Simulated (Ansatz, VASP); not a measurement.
## HfN: VASP beside Ansatz

The input INCAR:

```
SYSTEM = HfN
PREC = Accurate
ENCUT = 520
EDIFF = 1E-6
ISMEAR = 0
SIGMA = 0.15
LREAL = .False.
LASPH = .True.
NELM = 100
ALGO = Normal
ISIF = 2
LWAVE = .False.
LCHARG = .True.
GGA = CA
LELF = .True.
LVHAR = .True.
NBANDS = 23
```

KPOINTS

```
Automatic mesh
0
Gamma
  14 14 10
  0 0 0
```

Contents of POSCAR:

```
HfN
1.0
    0.0000000000     -2.2339756809     -2.2339756809
    0.0000000000      2.2339756809     -2.2339756809
    4.4679513618      0.0000000000      0.0000000000
Hf N
2 2
Direct
    0.5006324743      0.4993675257      0.5000000000
   -0.0006324743      0.0006324743      0.0000000000
    0.5145480545      0.4854519455      0.0000000000
   -0.0145480545      0.0145480545      0.5000000000
```

Input for Ansatz:

```yaml
crystal:
  lattice:
    - [0.0, -2.2339756809, -2.2339756809]
    - [0.0, 2.2339756809, -2.2339756809]
    - [4.4679513618, 0.0, 0.0]
  atoms:
    - { symbol: Hf, position: [0.5006324743, 0.4993675257, 0.5] }
    - { symbol: Hf, position: [-0.0006324743, 0.0006324743, 0.0] }
    - { symbol: "N", position: [0.5145480545, 0.4854519455, 0.0] }
    - { symbol: "N", position: [-0.0145480545, 0.0145480545, 0.5] }
basis:
  ecutwfc: 520.0
kpoints:
  mp_grid: { grid: [14, 14, 10] }
hamiltonian:
  xc: lda
  pseudopotentials: { kind: paw, azcp: { folder: soft_1 } }
scf:
  occupations: { method: gaussian, width: 0.15 }
output:
  forces: true
  stress: true
  eigenvalues: true
```

Change from the starting cell: mode 4 frozen in at +0.000 Å and mode 11 at -0.065 Å (largest displacements).

Alike in both runs: task single point; functional LDA; k mesh 14 × 14 × 10; occupations gaussian, width 0.15 eV; no spin polarisation.

|  | VASP | Ansatz |
| --- | --- | --- |
| version | VASP 6.6.1 | Ansatz 0.2.0 |
| potentials or method | VASP PAW LDA potentials, release 64 (Hf_pv, N), cutoff 520 eV | scalar-relativistic, plane waves, PAW |
| valence electrons in the cell | 30 | 62 |

Ansatz gave:

```
gap on the k mesh at the Fermi level (eV)                     : none
pressure (GPa)                                                : 0.7
traceless stress, the component that is largest in VASP (GPa) : 1.50
rms of the force components (eV/Å)                            : 0.432
```

Which values does VASP return?

gap on the k mesh at the Fermi level (eV): none; pressure (GPa): -0.5; traceless stress, the component that is largest in VASP (GPa): 1.49; rms of the force components (eV/Å): 0.432.

Ansatz warns that its potentials were made for another functional, while VASP's fit it. LDA's correlation is that of Perdew and Zunger in VASP and of Perdew and Wang (1992) in Ansatz. Atom by atom the forces differ by 0.003 eV/Å (rms over components). A gap of «none» marks a metal or a gap that the smearing closes. VASP's potentials hold 30 valence electrons a cell and Ansatz's 62, so a difference there can come from the potentials and not from the codes.

Spin-orbit coupling is off throughout.
